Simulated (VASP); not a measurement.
# GaN (Fm-3m) in VASP: notebook

GaN is run at these levels: r2SCAN; tasks: single point.

All numbers are computed with VASP 6.6.1; they aren't measurements. Logs are shortened: lines on timing, memory, paths and dates and some standing lists are left out, and cuts for length are marked.

## Step 1: The cell of the first run

Symmetry: Fm-3m, No. 225, cubic system. The conventional cell has a = 4.217 Å, b = 4.217 Å, c = 4.217 Å, α = 90.00°, β = 90.00°, γ = 90.00°. Within 2.8 Å of Ga (site symmetry m-3m) lie 6 N at 2.11 Å. Within 2.8 Å of N (site symmetry m-3m) lie 6 Ga at 2.11 Å.

## Step 2: Single point, r2SCAN

Input file POSCAR:

```
GaN
1.0
    0.0000000000      2.1085153661      2.1085153661
    2.1085153661      0.0000000000      2.1085153661
    2.1085153661      2.1085153661      0.0000000000
Ga N
1 1
Direct
    0.5000000000      0.5000000000      0.5000000000
    0.0000000000      0.0000000000      0.0000000000
```

Input file INCAR.step1:

```
  PREC = Accurate
  ENCUT = 520
  ISMEAR = 0
  SIGMA = 0.01
  LREAL = False
  LASPH = True
  NELM = 60
  NBANDS = 16
  GGA = PE
  ALGO = Normal
  EDIFF = 1E-4
  LWAVE = True
  LCHARG = False
```

Input file INCAR.step2:

```
  PREC = Accurate
  ENCUT = 520
  EDIFF = 1E-6
  ISMEAR = 0
  SIGMA = 0.01
  LREAL = False
  LASPH = True
  NELM = 60
  ALGO = Normal
  ISIF = 2
  LWAVE = False
  LCHARG = False
  METAGGA = R2SCAN
  LMIXTAU = True
  NBANDS = 16
  ISTART = 1
```

Input file KPOINTS:

```
regular mesh
0
Gamma
  10 10 10
```

Potentials or basis: VASP PAW PBE potentials, release 64 (Ga_d, N).

On the command line:

```sh
> cat potpaw_PBE.64/Ga_d/POTCAR potpaw_PBE.64/N/POTCAR > POTCAR
> cp INCAR.step1 INCAR
> mpirun -np 1 vasp_std > vasp.out
> cp INCAR.step2 INCAR
> mpirun -np 1 vasp_std > vasp.out
```

OUTCAR:

```text
PREC = Accurate
   ENCUT = 520
   EDIFF = 1E-6
   ISMEAR = 0
   LREAL = False
   LASPH = True
   NELM = 60
   ISIF = 2
   METAGGA = R2SCAN
   ISTART = 1

 ion  position               nearest neighbor table
   1  0.500  0.500  0.500-   2 2.11   2 2.11   2 2.11   2 2.11   2 2.11   2 2.11
   2  0.000  0.000  0.000-   1 2.11   1 2.11   1 2.11   1 2.11   1 2.11   1 2.11

  LATTYP: Found a face centered cubic cell.
 ALAT       =     4.2170307322

  Lattice vectors:

 A1 = (   0.0000000000,   2.1085153661,   2.1085153661)
 A2 = (   2.1085153661,   0.0000000000,   2.1085153661)
 A3 = (   2.1085153661,   2.1085153661,   0.0000000000)

Analysis of symmetry for initial positions (statically):
=====================================================================
 Subroutine PRICEL returns:
 Original cell was already a primitive cell.

 Routine SETGRP: Setting up the symmetry group for a
 face centered cubic supercell.

 Subroutine GETGRP returns: Found 48 space group operations
 (whereof 48 operations were pure point group operations)
 out of a pool of 48 trial point group operations.

The static configuration has the point symmetry O_h .

Analysis of symmetry for dynamics (positions and initial velocities):
=====================================================================
 Subroutine PRICEL returns:
 Original cell was already a primitive cell.

 Routine SETGRP: Setting up the symmetry group for a
 face centered cubic supercell.

 Subroutine GETGRP returns: Found 48 space group operations
 (whereof 48 operations were pure point group operations)
 out of a pool of 48 trial point group operations.

The dynamic configuration has the point symmetry O_h .

 Subroutine INISYM returns: Found 48 space group operations
 (whereof 48 operations are pure point group operations),
 and found     1 'primitive' translations

----------------------------------------------------------------------------------------

                                     Primitive cell

  volume of cell :      18.7482

  direct lattice vectors                    reciprocal lattice vectors
     0.000000000  2.108515366  2.108515366    -0.237133676  0.237133676  0.237133676
     2.108515366  0.000000000  2.108515366     0.237133676 -0.237133676  0.237133676
     2.108515366  2.108515366  0.000000000     0.237133676  0.237133676 -0.237133676

  length of vectors
     2.981891027  2.981891027  2.981891027     0.410727575  0.410727575  0.410727575

  position of ions in fractional coordinates (direct lattice)
     0.500000000  0.500000000  0.500000000
     0.000000000  0.000000000  0.000000000

  ion indices of the primitive-cell ions
   primitive index   ion index
                 1           1
                 2           2

----------------------------------------------------------------------------------------

 KPOINTS: regular mesh

Automatic generation of k-mesh.
 Grid dimensions read from file:
 generate k-points for:   10   10   10

 Generating k-lattice:

  Cartesian coordinates                     Fractional coordinates (reciprocal lattice)
    -0.023713368  0.023713368  0.023713368     0.100000000  0.000000000  0.000000000
     0.023713368 -0.023713368  0.023713368     0.000000000  0.100000000  0.000000000
     0.023713368  0.023713368 -0.023713368     0.000000000  0.000000000  0.100000000

  Length of vectors
     0.041072758  0.041072758  0.041072758

  Shift w.r.t. Gamma in fractional coordinates (k-lattice)
     0.000000000  0.000000000  0.000000000

 Subroutine IBZKPT returns following result:
 ===========================================

 Found     47 irreducible k-points:

 Following reciprocal coordinates:
            Coordinates               Weight
  0.000000  0.000000  0.000000      1.000000
  0.100000  0.000000  0.000000      8.000000
  0.200000  0.000000  0.000000      8.000000
  0.300000  0.000000  0.000000      8.000000
  0.400000  0.000000  0.000000      8.000000
  0.500000  0.000000  0.000000      4.000000
[... 16 lines left out ...]
  0.300000  0.300000  0.000000      6.000000
  0.400000  0.300000  0.000000     24.000000
 [... further k-points ...]
   k-points           NKPTS =     47   k-points in BZ     NKDIM =     47   number of bands    NBANDS=     16
   number of dos      NEDOS =    301   number of ions     NIONS =      2
   total plane-waves  NPLWV =  13824
   dimension x,y,z NGX =    24 NGY =   24 NGZ =   24
   dimension x,y,z NGXF=    48 NGYF=   48 NGZF=   48
   ions per type =               1   1
   NGX,Y,Z   is equivalent  to a cutoff of  13.38, 13.38, 13.38 a.u.
   NGXF,Y,Z  is equivalent  to a cutoff of  26.76, 26.76, 26.76 a.u.
 SYSTEM =  unknown system
   PREC   = accura    normal or accurate (medium, high low for compatibility)
   ISTART =      1    job   : 0-new  1-cont  2-samecut
   ICHARG =      0    charge: 1-file 2-atom 10-const
   ISPIN  =      1    spin polarized calculation?
   LNONCOLLINEAR =      F non collinear calculations
   LSORBIT =      F    spin-orbit coupling
   LASPH  =      T    aspherical Exc in radial PAW
   ENCUT  =  520.0 eV  38.22 Ry    6.18 a.u.   5.54  5.54  5.54*2*pi/ulx,y,z
   NELM   =     60;   NELMIN=  2; NELMDL=  0     # of ELM steps
   EDIFF  = 0.1E-05   stopping-criterion for ELM
   LREAL  =      F    real-space projection
   EDIFFG = 0.1E-04   stopping-criterion for IOM
   NSW    =      0    number of steps for IOM
   IBRION =     -1    ionic relax: 0-MD 1-quasi-New 2-CG
   NFREE  =      0    steps in history (QN), initial steepest desc. (CG)
   ISIF   =      2    stress and relaxation
   ISYM   =      2    0-nonsym 1-usesym 2-fastsym
   POTIM  = 0.5000    time-step for ionic-motion
   TEBEG  =    0.0;   TEEND  =   0.0 temperature during run
   PSTRESS=    0.0 pullay stress
   NELECT =      18.0000    total number of electrons
   NUPDOWN=      -1.0000    fix difference up-down
   EMIN   =  10.00;   EMAX   =-10.00  energy-range for DOS
   EFERMI =   0.00;   METHOD = LEGACY
   ISMEAR =     0;   SIGMA  =   0.01  broadening in eV -4-tet -1-fermi 0-gaus
   EFERMI_NEDOS =   21; number of points for ismear=-14 and -15
   IALGO  =     38    algorithm
   IMIX   =      4    mixing-type and parameters
     AMIX     =   0.40;   BMIX     =  1.00
     AMIX_MAG =   1.60;   BMIX_MAG =  1.00
  volume/ion in A,a.u.               =       9.37        63.26
  Fermi-wavevector in a.u.,A,eV,Ry     =   1.615024  3.051952 35.488097  2.608302
  Thomas-Fermi vector in A             =   2.709838
   LORBIT       =      0    0 simple, 1 ext, 2 COOP (PROOUT), +10 PAW based schemes
   METAGGA = R2SCAN    functional components
   LHFCALC =     F    Hartree Fock is set to
   AEXX    =    0.0000 exact exchange contribution
   IVDW    =     0    specifies the selected vdW correction
   LEPSILON=     F    determine dielectric tensor
   LRPA    =     F    only Hartree local field effects (RPA)
 non-spin polarized calculation
 Gauss-broadening in eV      SIGMA  =   0.01
  energy-cutoff  :      520.00
  volume of cell :       18.75
 maximum number of plane-waves:       531
 NGX is ok and might be reduce to    24
   NGX = 11   NGY = 11   NGZ = 11

 number of electron      18.0000008 magnetization

 Free energy of the ion-electron system (eV)
  ---------------------------------------------------
  ext. energy  EPLUGINS =         0.00000000
  ---------------------------------------------------
  free energy    TOTEN  =       -20.97607595 eV

  energy without entropy =      -20.97607595  energy(sigma->0) =      -20.97607595

 E-fermi :   7.8345     XC(G=0): -14.2193

 val. band max:        7.7177356603   @ k =  -0.2000   0.2000   0.0000
 cond. band min:       8.8954120193   @ k =   0.5000   0.5000   0.0000
 fundamental gap:      1.1776763590
 Fermi energy:         7.8345168299

 k-point     1 :       0.0000    0.0000    0.0000
  band No.  band energies     occupation
      1     -10.3894      2.00000
      2      -6.6375      2.00000
      3      -6.6375      2.00000
      4      -6.6375      2.00000
      5      -6.5680      2.00000
      6      -6.5680      2.00000
[... 8 lines left out ...]
     15      24.7667      0.00000
     16      24.7667      0.00000

 k-point     2 :       0.1000    0.0000    0.0000
  band No.  band energies     occupation
      1     -10.1920      2.00000
      2      -6.6454      2.00000
      3      -6.6304      2.00000
      4      -6.6303      2.00000
      5      -6.5799      2.00000
      6      -6.5799      2.00000
[... 8 lines left out ...]
     15      24.6516      0.00000
     16      24.6550      0.00000

 k-point     3 :       0.2000    0.0000    0.0000
  band No.  band energies     occupation
      1      -9.6215      2.00000
      2      -6.6723      2.00000
      3      -6.6722      2.00000
      4      -6.6670      2.00000
      5      -6.5498      2.00000
      6      -6.5497      2.00000
[... 8 lines left out ...]
     15      25.6714      0.00000
     16      25.6715      0.00000

 k-point     4 :       0.3000    0.0000    0.0000
  band No.  band energies     occupation
      1      -8.7589      2.00000
      2      -6.7472      2.00000
      3      -6.7471      2.00000
      4      -6.7003      2.00000
      5      -6.4879      2.00000
      6      -6.4878      2.00000
[... 8 lines left out ...]
     15      27.5603      0.00000
     16      27.5605      0.00000
[... 324 lines left out ...]
 k-point    22 :      -0.2000    0.2000    0.0000
  band No.  band energies     occupation
      1      -8.6371      2.00000
      2      -6.7468      2.00000
      3      -6.7272      2.00000
      4      -6.6737      2.00000
      5      -6.5304      2.00000
      6      -6.2851      2.00000
[... 8 lines left out ...]
     15      27.8346      0.00000
     16      29.9292      0.00000

 k-point    23 :       0.3000    0.3000    0.0000
  band No.  band energies     occupation
      1      -8.8562      2.00000
      2      -6.7529      2.00000
      3      -6.4955      2.00000
      4      -6.4704      2.00000
      5      -6.4704      2.00000
      6      -6.1267      2.00000
[... 8 lines left out ...]
     15      32.7027      0.00000
     16      34.7069      0.00000

 k-point    24 :       0.4000    0.3000    0.0000
  band No.  band energies     occupation
      1      -8.6556      2.00000
      2      -6.7665      2.00000
      3      -6.5265      2.00000
      4      -6.4571      2.00000
      5      -6.4091      2.00000
      6      -5.5037      2.00000
[... 8 lines left out ...]
     15      33.6225      0.00000
     16      35.2736      0.00000

 [... further k-points ...]
[... 5 lines left out ...]
  --------------------------------------------------------------------------------------
  -------------------------------------------------------------------------------------
  Total        0.1546659      0.1546659      0.1546659      0.0000000     -0.0000000     -0.0000000
  in kB       13.2173604     13.2173604     13.2173604      0.0000000     -0.0000000     -0.0000000
  external PRESSURE =      13.2173604 kB  Pullay stress =       0.0000000 kB

 VOLUME and BASIS-vectors are now :
 -----------------------------------------------------------------------------
  energy-cutoff  :      520.00
  volume of cell :       18.75
      direct lattice vectors                 reciprocal lattice vectors
     0.000000000  2.108515366  2.108515366    -0.237133676  0.237133676  0.237133676
     2.108515366  0.000000000  2.108515366     0.237133676 -0.237133676  0.237133676
     2.108515366  2.108515366  0.000000000     0.237133676  0.237133676 -0.237133676

 POSITION                                       TOTAL-FORCE (eV/Angst)
 -----------------------------------------------------------------------------------
      2.10852      2.10852      2.10852        -0.000000      0.000000      0.000000
      0.00000      0.00000      0.00000         0.000000     -0.000000     -0.000000
 -----------------------------------------------------------------------------------
    total drift:                                0.000000     -0.000000      0.000000

  FREE ENERGIE OF THE ION-ELECTRON SYSTEM (eV)
  ---------------------------------------------------
  free  energy   TOTEN  =       -20.9760759488 eV

  energy  without entropy=      -20.9760759488  energy(sigma->0) =      -20.97607595
```

Wall time 2.1 min (1 thread of AMD EPYC 7R13, shared host); peak memory 0.12 GiB.

Results:

- Free energy: -20.9761 eV
- Pressure: 1.3 GPa
- Band gap on the k mesh: 1.18 eV, indirect (least direct gap 3.41 eV)

Caveat: the PAW data sets were made with another functional, which shifts forces and pressure a little.

## Step 3: Single point, r2SCAN (volume changed by -3%)

Input file POSCAR:

```
GaN
1.0
    0.0000000000      2.0872157748      2.0872157748
    2.0872157748      0.0000000000      2.0872157748
    2.0872157748      2.0872157748      0.0000000000
Ga N
1 1
Direct
    0.5000000000      0.5000000000      0.5000000000
    0.0000000000      0.0000000000      0.0000000000
```

Input file INCAR.step1:

```
PREC = Accurate ; ENCUT = 910
ISMEAR = 0 ; SIGMA = 0.01
LREAL = F ; LASPH = T
NELM = 120 ; NBANDS = 16
GGA = PE ; ALGO = Normal
EDIFF = 1E-5 ; LWAVE = T
LCHARG = F ; GGA_COMPAT = F
```

Input file INCAR.step2:

```
PREC = Accurate ; ENCUT = 910
EDIFF = 1E-6 ; ISMEAR = 0
SIGMA = 0.01 ; LREAL = F
LASPH = T ; NELM = 120
ALGO = Normal ; ISIF = 2
LWAVE = F ; LCHARG = F
METAGGA = R2SCAN ; LMIXTAU = T
NBANDS = 16 ; ISTART = 1
GGA_COMPAT = F
```

Input file KPOINTS:

```
Automatic mesh
0
Gamma
  8 8 8
```

Potentials or basis: VASP PAW PBE potentials, release 64 (Ga_d, N_h).

On the command line:

```sh
> cat potpaw_PBE.64/Ga_d/POTCAR potpaw_PBE.64/N_h/POTCAR > POTCAR
> cp INCAR.step1 INCAR
> mpirun -np 1 vasp_std > vasp.out
> cp INCAR.step2 INCAR
> mpirun -np 1 vasp_std > vasp.out
```

Wall time 86 s (1 thread of Intel Xeon Platinum 8259CL at 2.50GHz (Skylake/Cascade Lake), shared host); peak memory 0.18 GiB.

The run converged. Its results:

```yaml
Free_energy: -20.9565 eV
Pressure: 9.2 GPa
Band_gap_on_the_k_mesh: 1.38 eV, indirect (least direct gap 3.82 eV)
```

Levels at points of the mesh, in eV from the valence-band top:
```csv
k point,band 5,band 6,band 7,band 8,band 9,band 10,band 11,band 12,band 13,band 14
"(0.00, 0.00, 0.00)",-14.27,-14.27,-0.55,-0.55,-0.55,3.27,15.70,15.70,15.70,17.38
"(0.50, 0.00, 0.00)",-14.11,-14.11,-8.53,-0.16,-0.16,5.56,10.07,10.07,10.87,17.90
"(0.50, 0.50, 0.00)",-14.04,-11.44,-7.50,-3.24,-3.24,1.38,8.57,13.47,16.20,16.20
```

Caveat: the cutoff is under 1.25 times the usual one of these potentials, so pressure, stress and relaxed cells hold a basis-set (Pulay) error; the PAW data sets were made with another functional, which shifts forces and pressure a little. A k mesh can miss the band edges.
